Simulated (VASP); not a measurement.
Be2Tl:

```
CELL_PARAMETERS angstrom
-2.99811 2.99811 2.49563
2.99811 -2.99811 2.49563
2.99811 2.99811 -2.49563
ATOMIC_POSITIONS crystal
Be 0.66700 0.16700 0.83400
Be 0.16700 0.33300 0.50000
Be 0.33300 0.83300 0.16600
Be 0.83300 0.66700 0.50000
Tl 0.25000 0.25000 0.00000
Tl 0.75000 0.75000 0.00000
```

| Quantity | Value |
| --- | --- |
| Program | VASP 6.6.1 |
| Task | relaxation of cell and atoms |
| Functional | PBE |
| Potentials or basis | VASP PAW PBE potentials, release 64 (Be, Tl_d) |
| Cutoff | 600 eV |
| k mesh | 4 × 4 × 4 |
| Occupations | gaussian, width 0.1 eV |
| Spin | no spin polarisation |

At the start: pressure 15.9 GPa; volume 14.95 Å³/atom.

Task: How do energy, volume and symmetry change on relaxing?

Result: Over 28 steps the energy falls by 985.8 meV/atom and the volume is 14.87 Å³/atom (-0.6 %); space group I4/mcm (No. 140, to 0.05 Å).

The path:
```csv
step,energy change (eV),largest force (eV/Å),pressure (GPa),volume (Å³)
1,0.0000,0.6489,15.92,89.73
2,-1.9628,0.2570,-3.43,109.47
3,-1.9741,0.2504,-4.02,110.85
4,-1.9936,0.2441,-4.80,113.62
5,-1.9773,0.2451,-6.73,119.21
6,-2.0043,0.2478,-5.74,116.13
7,-2.7288,0.2671,-4.22,107.81
8,-4.2449,0.6857,10.59,82.13
9,64.0481,25.1149,758.12,34.06
10,-4.4009,0.1290,11.52,81.22
11,1.2035,3.5131,94.98,56.45
12,-4.4975,0.2324,16.54,77.35
13,-4.4720,0.3342,18.77,75.87
14,-4.6579,0.5182,19.02,75.35
15,-4.7284,0.7425,19.94,74.67
16,-4.9286,0.6681,16.90,76.28
17,-5.3679,0.4807,9.18,81.25
18,-5.6380,0.1808,-1.62,91.81
19,-5.6421,0.2078,-0.77,90.70
20,-5.6421,0.2164,-0.49,90.36
21,-5.6559,0.2077,-0.48,90.28
22,-5.6926,0.1572,-0.24,90.04
23,-5.7808,0.0339,0.25,89.50
24,-5.8998,0.1840,1.04,88.20
25,-5.9112,0.1212,-0.33,89.67
26,-5.9114,0.1262,-0.19,89.55
27,-5.9145,0.0544,0.08,89.32
28,-5.9150,0.0134,0.21,89.20
```

Final structure:
```xyz
6
Lattice="-2.2124 2.2124 4.5558 2.2124 -2.2124 4.5558 2.2124 2.2124 -4.5558" Properties=species:S:1:pos:R:3 pbc="T T T"
Be    0.7692    2.9815    0.0000
Be    1.4432    0.7692    0.0000
Be    1.4432   -0.7692    4.5558
Be    0.7692    1.4432    4.5558
Tl    0.0000    0.0000    2.2779
Tl    0.0000    0.0000    6.8337
```

Caveat: the k points lie up to 0.50 Å⁻¹ apart in the final cell.
